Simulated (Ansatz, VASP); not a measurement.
## Two plane-wave programs on MoS2

INCAR

```
  PREC = Accurate
  ENCUT = 500
  EDIFF = 1E-6
  ISMEAR = 0
  SIGMA = 0.15
  LREAL = False
  LASPH = True
  NELM = 120
  ALGO = Normal
  ISIF = 2
  LWAVE = False
  LCHARG = False
  GGA = PE
  IVDW = 12
  NBANDS = 49
  GGA_COMPAT = False
```

The input KPOINTS:

```
Automatic mesh
0
Gamma
  14 14 3
```

POSCAR

```
MoS2
1.0
   -3.1342106946      0.0000000000      0.0000000000
   -1.5671053473     -2.7143060823      0.0000000000
   -3.5259870314     -2.0357295617     19.3635570258
Mo S
3 6
Direct
    0.5513382732      0.5513382732      0.1537711912
    0.4234041596     -0.5765958404      0.7687944538
   -0.0126287836     -0.0126287836      0.4612828225
    0.0280010952      0.0280010952      0.8515540953
   -0.4080318480      0.5919681520      0.5440424640
    0.1559352088      0.1559352088      0.2365308327
    0.3827742809      0.3827742809      0.3785231811
    0.9467413377     -0.0532586623      0.0710115498
   -0.1811927759     -0.1811927759      0.6860348123
```

Input for Ansatz:

```yaml
crystal:
  lattice:
    - [-3.1342106946, 0.0, 0.0]
    - [-1.5671053473, -2.7143060823, 0.0]
    - [-3.5259870314, -2.0357295617, 19.3635570258]
  atoms:
    - { symbol: Mo, position: [0.5513382732, 0.5513382732, 0.1537711912] }
    - { symbol: Mo, position: [0.4234041596, -0.5765958404, 0.7687944538] }
    - { symbol: Mo, position: [-0.0126287836, -0.0126287836, 0.4612828225] }
    - { symbol: S, position: [0.0280010952, 0.0280010952, 0.8515540953] }
    - { symbol: S, position: [-0.408031848, 0.591968152, 0.544042464] }
    - { symbol: S, position: [0.1559352088, 0.1559352088, 0.2365308327] }
    - { symbol: S, position: [0.3827742809, 0.3827742809, 0.3785231811] }
    - { symbol: S, position: [0.9467413377, -0.0532586623, 0.0710115498] }
    - { symbol: S, position: [-0.1811927759, -0.1811927759, 0.6860348123] }
basis:
  ecutwfc: 420
kpoints:
  mp_grid: { grid: [14, 14, 3] }
hamiltonian:
  xc: pbe
  dispersion: d3bj
scf:
  occupations: { method: gaussian, width: 0.15 }
output:
  forces: true
  stress: true
  eigenvalues: true
```

Alike in both runs: task single point; functional PBE; dispersion D3(BJ); k mesh 14 × 14 × 3; occupations gaussian, width 0.15 eV; no spin polarisation.

```csv
,VASP,Ansatz
version,VASP 6.6.1,Ansatz 0.2.0
potentials or method,"VASP PAW PBE potentials, release 64 (Mo_sv, S), cutoff 500 eV","scalar-relativistic, plane waves, PAW"
valence electrons in the cell,78,78
```

```tsv
	VASP	Ansatz	Ansatz less VASP
gap on the k mesh at the Fermi level (eV)	none	none	-
pressure (GPa)	-0.1	0.0	+0.10
traceless stress, the component that is largest in VASP (GPa)	-0.21	-0.20	+0.016
rms of the force components (eV/Å)	0.030	0.034	+0.0036
```

Atom by atom the forces differ by 0.006 eV/Å (rms over components). A gap of «none» marks a metal or a gap that the smearing closes.
